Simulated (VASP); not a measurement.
# BP (F-43m) in VASP: notebook

Aim: see how the results for BP move with the level of theory and the settings. Levels: r2SCAN, PBE. Tasks: single point, relaxation of cell and atoms.

All numbers are computed with VASP 6.6.1; they aren't measurements. Logs are shortened: lines on timing, memory, paths and dates and some standing lists are left out, and cuts for length are marked.

## 1. The cell of the first run

It takes space group F-43m (No. 216, cubic). The conventional cell has a = 4.548 Å, b = 4.548 Å, c = 4.548 Å, α = 90.00°, β = 90.00°, γ = 90.00°. Within 2.6 Å of B (site symmetry -43m) lie 4 P at 1.97 Å. P (site symmetry -43m) has 4 B at 1.97 Å within 2.6 Å.

## 2. Single point, r2SCAN

File POSCAR:

```
BP
1.0
    0.0000000000      2.2741519229      2.2741519229
    2.2741519229      0.0000000000      2.2741519229
    2.2741519229      2.2741519229      0.0000000000
B P
1 1
Direct
    0.0000000000      0.0000000000      0.0000000000
    0.2500000000      0.2500000000      0.2500000000
```

File INCAR.step1:

```
SYSTEM = BP
PREC     = Accurate       ! precision mode
ENCUT    = 520            ! plane-wave cutoff, eV
ISMEAR   = 0              ! smearing method
SIGMA    = 0.02           ! smearing width, eV
LREAL    = .FALSE.        ! projectors in reciprocal space
LASPH    = .TRUE.         ! aspherical terms in the spheres
NELM     = 60             ! most SCF steps
NBANDS   = 11             ! bands
GGA      = PE             ! functional
ALGO     = Normal         ! electronic algorithm
EDIFF    = 1E-4           ! SCF threshold, eV
LWAVE    = .TRUE.         ! write WAVECAR
LCHARG   = .FALSE.        ! write CHGCAR
```

File INCAR.step2:

```
SYSTEM = BP
PREC     = Accurate       ! precision mode
ENCUT    = 520            ! plane-wave cutoff, eV
EDIFF    = 1E-6           ! SCF threshold, eV
ISMEAR   = 0              ! smearing method
SIGMA    = 0.02           ! smearing width, eV
LREAL    = .FALSE.        ! projectors in reciprocal space
LASPH    = .TRUE.         ! aspherical terms in the spheres
NELM     = 60             ! most SCF steps
ALGO     = Normal         ! electronic algorithm
ISIF     = 2              ! what is computed and relaxed
LWAVE    = .FALSE.        ! write WAVECAR
LCHARG   = .FALSE.        ! write CHGCAR
METAGGA  = R2SCAN         ! meta-GGA
LMIXTAU  = .TRUE.       
NBANDS   = 11             ! bands
ISTART   = 1
```

File KPOINTS:

```
Automatic mesh
0
G
  10 10 10
  0 0 0
```

Potentials or basis: VASP PAW PBE potentials, release 64 (B, P).

On the command line:

```console
$ cat potpaw_PBE.64/B/POTCAR potpaw_PBE.64/P/POTCAR > POTCAR
$ cp INCAR.step1 INCAR
$ mpirun -np 1 vasp_std > vasp.out
$ cp INCAR.step2 INCAR
$ mpirun -np 1 vasp_std > vasp.out
```

OUTCAR:

```text
SYSTEM = BP
   PREC = Accurate
   ENCUT = 520
   EDIFF = 1E-6
   ISMEAR = 0
   LREAL = .FALSE.
   LASPH = .TRUE.
   NELM = 60
   ISIF = 2
   METAGGA = R2SCAN
   ISTART = 1

 ion  position               nearest neighbor table
   1  0.000  0.000  0.000-   2 1.97   2 1.97   2 1.97   2 1.97
   2  0.250  0.250  0.250-   1 1.97   1 1.97   1 1.97   1 1.97

  LATTYP: Found a face centered cubic cell.
 ALAT       =     4.5483038458

  Lattice vectors:

 A1 = (   0.0000000000,   2.2741519229,   2.2741519229)
 A2 = (   2.2741519229,   0.0000000000,   2.2741519229)
 A3 = (   2.2741519229,   2.2741519229,   0.0000000000)

Analysis of symmetry for initial positions (statically):
=====================================================================
 Subroutine PRICEL returns:
 Original cell was already a primitive cell.

 Routine SETGRP: Setting up the symmetry group for a
 face centered cubic supercell.

 Subroutine GETGRP returns: Found 24 space group operations
 (whereof 24 operations were pure point group operations)
 out of a pool of 48 trial point group operations.

The static configuration has the point symmetry T_d .

Analysis of symmetry for dynamics (positions and initial velocities):
=====================================================================
 Subroutine PRICEL returns:
 Original cell was already a primitive cell.

 Routine SETGRP: Setting up the symmetry group for a
 face centered cubic supercell.

 Subroutine GETGRP returns: Found 24 space group operations
 (whereof 24 operations were pure point group operations)
 out of a pool of 48 trial point group operations.

The dynamic configuration has the point symmetry T_d .

 Subroutine INISYM returns: Found 24 space group operations
 (whereof 24 operations are pure point group operations),
 and found     1 'primitive' translations

----------------------------------------------------------------------------------------

                                     Primitive cell

  volume of cell :      23.5228

  direct lattice vectors                    reciprocal lattice vectors
     0.000000000  2.274151923  2.274151923    -0.219862180  0.219862180  0.219862180
     2.274151923  0.000000000  2.274151923     0.219862180 -0.219862180  0.219862180
     2.274151923  2.274151923  0.000000000     0.219862180  0.219862180 -0.219862180

  length of vectors
     3.216136492  3.216136492  3.216136492     0.380812467  0.380812467  0.380812467

  position of ions in fractional coordinates (direct lattice)
     0.000000000  0.000000000  0.000000000
     0.250000000  0.250000000  0.250000000

  ion indices of the primitive-cell ions
   primitive index   ion index
                 1           1
                 2           2

----------------------------------------------------------------------------------------

 KPOINTS: Automatic mesh

Automatic generation of k-mesh.
 Grid dimensions read from file:
 generate k-points for:   10   10   10

 Generating k-lattice:

  Cartesian coordinates                     Fractional coordinates (reciprocal lattice)
    -0.021986218  0.021986218  0.021986218     0.100000000  0.000000000  0.000000000
     0.021986218 -0.021986218  0.021986218     0.000000000  0.100000000  0.000000000
     0.021986218  0.021986218 -0.021986218     0.000000000  0.000000000  0.100000000

  Length of vectors
     0.038081247  0.038081247  0.038081247

  Shift w.r.t. Gamma in fractional coordinates (k-lattice)
     0.000000000  0.000000000  0.000000000

 Subroutine IBZKPT returns following result:
 ===========================================

 Found     47 irreducible k-points:

 Following reciprocal coordinates:
            Coordinates               Weight
  0.000000  0.000000  0.000000      1.000000
  0.100000  0.000000  0.000000      8.000000
  0.200000  0.000000  0.000000      8.000000
  0.300000  0.000000  0.000000      8.000000
  0.400000  0.000000  0.000000      8.000000
  0.500000  0.000000  0.000000      4.000000
[... 16 lines left out ...]
  0.300000  0.300000  0.000000      6.000000
  0.400000  0.300000  0.000000     24.000000
 [... further k-points ...]
   k-points           NKPTS =     47   k-points in BZ     NKDIM =     47   number of bands    NBANDS=     11
   number of dos      NEDOS =    301   number of ions     NIONS =      2
   total plane-waves  NPLWV =  13824
   dimension x,y,z NGX =    24 NGY =   24 NGZ =   24
   dimension x,y,z NGXF=    48 NGYF=   48 NGZF=   48
   ions per type =               1   1
   NGX,Y,Z   is equivalent  to a cutoff of  12.41, 12.41, 12.41 a.u.
   NGXF,Y,Z  is equivalent  to a cutoff of  24.81, 24.81, 24.81 a.u.
 SYSTEM =  BP
   PREC   = accura    normal or accurate (medium, high low for compatibility)
   ISTART =      1    job   : 0-new  1-cont  2-samecut
   ICHARG =      0    charge: 1-file 2-atom 10-const
   ISPIN  =      1    spin polarized calculation?
   LNONCOLLINEAR =      F non collinear calculations
   LSORBIT =      F    spin-orbit coupling
   LASPH  =      T    aspherical Exc in radial PAW
   ENCUT  =  520.0 eV  38.22 Ry    6.18 a.u.   5.98  5.98  5.98*2*pi/ulx,y,z
   NELM   =     60;   NELMIN=  2; NELMDL=  0     # of ELM steps
   EDIFF  = 0.1E-05   stopping-criterion for ELM
   LREAL  =      F    real-space projection
   EDIFFG = 0.1E-04   stopping-criterion for IOM
   NSW    =      0    number of steps for IOM
   IBRION =     -1    ionic relax: 0-MD 1-quasi-New 2-CG
   NFREE  =      0    steps in history (QN), initial steepest desc. (CG)
   ISIF   =      2    stress and relaxation
   ISYM   =      2    0-nonsym 1-usesym 2-fastsym
   POTIM  = 0.5000    time-step for ionic-motion
   TEBEG  =    0.0;   TEEND  =   0.0 temperature during run
   PSTRESS=    0.0 pullay stress
   NELECT =       8.0000    total number of electrons
   NUPDOWN=      -1.0000    fix difference up-down
   EMIN   =  10.00;   EMAX   =-10.00  energy-range for DOS
   EFERMI =   0.00;   METHOD = LEGACY
   ISMEAR =     0;   SIGMA  =   0.02  broadening in eV -4-tet -1-fermi 0-gaus
   EFERMI_NEDOS =   21; number of points for ismear=-14 and -15
   IALGO  =     38    algorithm
   IMIX   =      4    mixing-type and parameters
     AMIX     =   0.40;   BMIX     =  1.00
     AMIX_MAG =   1.60;   BMIX_MAG =  1.00
  volume/ion in A,a.u.               =      11.76        79.37
  Fermi-wavevector in a.u.,A,eV,Ry     =   1.142726  2.159439 17.766789  1.305822
  Thomas-Fermi vector in A             =   2.279423
   LORBIT       =      0    0 simple, 1 ext, 2 COOP (PROOUT), +10 PAW based schemes
   METAGGA = R2SCAN    functional components
   LHFCALC =     F    Hartree Fock is set to
   AEXX    =    0.0000 exact exchange contribution
   IVDW    =     0    specifies the selected vdW correction
   LEPSILON=     F    determine dielectric tensor
   LRPA    =     F    only Hartree local field effects (RPA)
 non-spin polarized calculation
 Gauss-broadening in eV      SIGMA  =   0.02
  energy-cutoff  :      520.00
  volume of cell :       23.52
 maximum number of plane-waves:       644
   NGX = 11   NGY = 11   NGZ = 11

 number of electron       8.0000000 magnetization

 Free energy of the ion-electron system (eV)
  ---------------------------------------------------
  ext. energy  EPLUGINS =         0.00000000
  ---------------------------------------------------
  free energy    TOTEN  =       -17.31013740 eV

  energy without entropy =      -17.31013740  energy(sigma->0) =      -17.31013740

 E-fermi :   7.4218     XC(G=0): -11.4701

 val. band max:        7.3080718740   @ k =   0.0000   0.0000   0.0000
 cond. band min:       8.7636673022   @ k =   0.4000   0.4000   0.0000
 fundamental gap:      1.4555954283
 Fermi energy:         7.4217978421

 k-point     1 :       0.0000    0.0000    0.0000
  band No.  band energies     occupation
      1      -8.8885      2.00000
      2       7.3081      2.00000
      3       7.3081      2.00000
      4       7.3081      2.00000
      5      10.9383      0.00000
      6      10.9383      0.00000
      7      10.9383      0.00000
      8      15.2094      0.00000
      9      19.6613      0.00000
     10      19.9361      0.00000
     11      19.9361      0.00000

 k-point     2 :       0.1000    0.0000    0.0000
  band No.  band energies     occupation
      1      -8.7002      2.00000
      2       5.9429      2.00000
      3       6.9982      2.00000
      4       6.9982      2.00000
      5      11.3697      0.00000
      6      11.3697      0.00000
      7      11.4212      0.00000
      8      15.7579      0.00000
      9      19.2660      0.00000
     10      19.2660      0.00000
     11      20.2485      0.00000

 k-point     3 :       0.2000    0.0000    0.0000
  band No.  band energies     occupation
      1      -8.1426      2.00000
      2       3.4896      2.00000
      3       6.4087      2.00000
      4       6.4087      2.00000
      5      11.6573      0.00000
      6      12.1337      0.00000
      7      12.1337      0.00000
      8      17.0274      0.00000
      9      18.6702      0.00000
     10      18.6702      0.00000
     11      21.1069      0.00000

 k-point     4 :       0.3000    0.0000    0.0000
  band No.  band energies     occupation
      1      -7.2475      2.00000
      2       1.0206      2.00000
      3       5.8915      2.00000
      4       5.8915      2.00000
      5      11.5688      0.00000
      6      12.4847      0.00000
      7      12.4847      0.00000
      8      18.0398      0.00000
      9      19.3001      0.00000
     10      19.3001      0.00000
     11      21.3297      0.00000
[... 239 lines left out ...]
 k-point    22 :      -0.2000    0.2000    0.0000
  band No.  band energies     occupation
      1      -6.9422      2.00000
      2       1.7852      2.00000
      3       2.9603      2.00000
      4       5.9940      2.00000
      5      12.1346      0.00000
      6      12.9762      0.00000
      7      14.1062      0.00000
      8      16.2384      0.00000
      9      17.2840      0.00000
     10      21.8017      0.00000
     11      24.0525      0.00000

 k-point    23 :       0.3000    0.3000    0.0000
  band No.  band energies     occupation
      1      -6.6759      2.00000
      2       2.1995      2.00000
      3       3.9280      2.00000
      4       3.9280      2.00000
      5       9.0516      0.00000
      6      11.5616      0.00000
      7      16.7550      0.00000
      8      16.7550      0.00000
      9      21.2072      0.00000
     10      22.3245      0.00000
     11      24.8625      0.00000

 k-point    24 :       0.4000    0.3000    0.0000
  band No.  band energies     occupation
      1      -5.8110      2.00000
      2       0.8008      2.00000
      3       3.0774      2.00000
      4       3.6180      2.00000
      5       9.3542      0.00000
      6      11.2587      0.00000
      7      17.4135      0.00000
      8      17.4145      0.00000
      9      22.2635      0.00000
     10      23.2981      0.00000
     11      25.3510      0.00000

 [... further k-points ...]
[... 5 lines left out ...]
  --------------------------------------------------------------------------------------
  -------------------------------------------------------------------------------------
  Total       -0.2641548     -0.2641548     -0.2641548     -0.0000000      0.0000000     -0.0000000
  in kB      -17.9920509    -17.9920509    -17.9920509     -0.0000000      0.0000000     -0.0000000
  external PRESSURE =     -17.9920509 kB  Pullay stress =       0.0000000 kB

 VOLUME and BASIS-vectors are now :
 -----------------------------------------------------------------------------
  energy-cutoff  :      520.00
  volume of cell :       23.52
      direct lattice vectors                 reciprocal lattice vectors
     0.000000000  2.274151923  2.274151923    -0.219862180  0.219862180  0.219862180
     2.274151923  0.000000000  2.274151923     0.219862180 -0.219862180  0.219862180
     2.274151923  2.274151923  0.000000000     0.219862180  0.219862180 -0.219862180

 POSITION                                       TOTAL-FORCE (eV/Angst)
 -----------------------------------------------------------------------------------
      0.00000      0.00000      0.00000         0.000000      0.000000      0.000000
      1.13708      1.13708      1.13708        -0.000000     -0.000000     -0.000000
 -----------------------------------------------------------------------------------
    total drift:                                0.000000      0.000000      0.000000

  FREE ENERGIE OF THE ION-ELECTRON SYSTEM (eV)
  ---------------------------------------------------
  free  energy   TOTEN  =       -17.3101374018 eV

  energy  without entropy=      -17.3101374018  energy(sigma->0) =      -17.31013740
```

Wall time 31 s (1 thread of Intel Xeon Platinum 8259CL at 2.50GHz (Skylake/Cascade Lake), shared host); peak memory 0.14 GiB.

Results:

```
Free energy            : -17.3101 eV
Pressure               : -1.8 GPa
Band gap on the k mesh : 1.46 eV, indirect (least direct gap 3.63 eV)
```

Caveat: the PAW data sets were made with another functional, which shifts forces and pressure a little.

(Part 1 of 2 ends here.)
